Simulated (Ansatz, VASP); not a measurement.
**One calculation of InP, two programs**

File INCAR:

```
PREC = Accurate
ENCUT = 520
EDIFF = 1E-8
ISMEAR = -1
SIGMA = 0.03
LREAL = False
LASPH = True
NELM = 80
ALGO = Normal
ISIF = 2
LWAVE = False
LCHARG = False
GGA = PE
LEFG = True
NBANDS = 16
```

Contents of KPOINTS:

```
regular mesh
0
Gamma
  11 11 11
```

The input POSCAR:

```
InP
1.0
    0.0000000000      2.9305000000      2.9305000000
    2.9305000000      0.0000000000      2.9305000000
    2.9305000000      2.9305000000      0.0000000000
In P
1 1
Direct
    0.0000000000      0.0000000000      0.0000000000
    0.7500000000      0.7500000000      0.7500000000
```

Input for Ansatz:

```yaml
crystal:
  lattice:
    - [0.0, 2.9305, 2.9305]
    - [2.9305, 0.0, 2.9305]
    - [2.9305, 2.9305, 0.0]
  atoms:
    - { symbol: In, position: [0.0, 0.0, 0.0] }
    - { symbol: P, position: [0.75, 0.75, 0.75] }
kpoints:
  mp_grid: { grid: [11, 11, 11] }
  band_path:
    path:
      - [0.0, 0.0, 0.0]
      - [-0.5, -0.5, 0.0]
      - [-0.375, -0.375, 0.25]
      - [-0.375, 0.0, 0.375]
      - [0.0, 0.0, 0.0]
      - [0.0, 0.0, 0.5]
      - [-0.5, -0.25, 0.25]
      - [-0.5, -0.5, 0.0]
    npoints: 8
scf:
  occupations: { method: fermi_dirac, width: 0.03 }
hamiltonian:
  xc: pbe
  pseudopotentials: { kind: all_electron, datasets: crystal }
output:
  forces: true
  stress: true
  eigenvalues: true
  efg: { contact_densities: true }
```

Alike in both runs: task electric field gradients; functional PBE; k mesh 11 × 11 × 11; occupations fermi-dirac, width 0.03 eV; no spin polarisation.

|  | VASP | Ansatz |
| --- | --- | --- |
| version | VASP 6.6.1 | Ansatz 0.2.0 |
| potentials or method | VASP PAW PBE potentials, release 64 (In_d, P), cutoff 520 eV | all-electron PAW with datasets made for the crystal, scalar-relativistic |

```tsv
	VASP	Ansatz	Ansatz less VASP
pressure (GPa)	3.3	3.3	+0.05
```

Ansatz ran all-electron here, and VASP with PAW potentials.
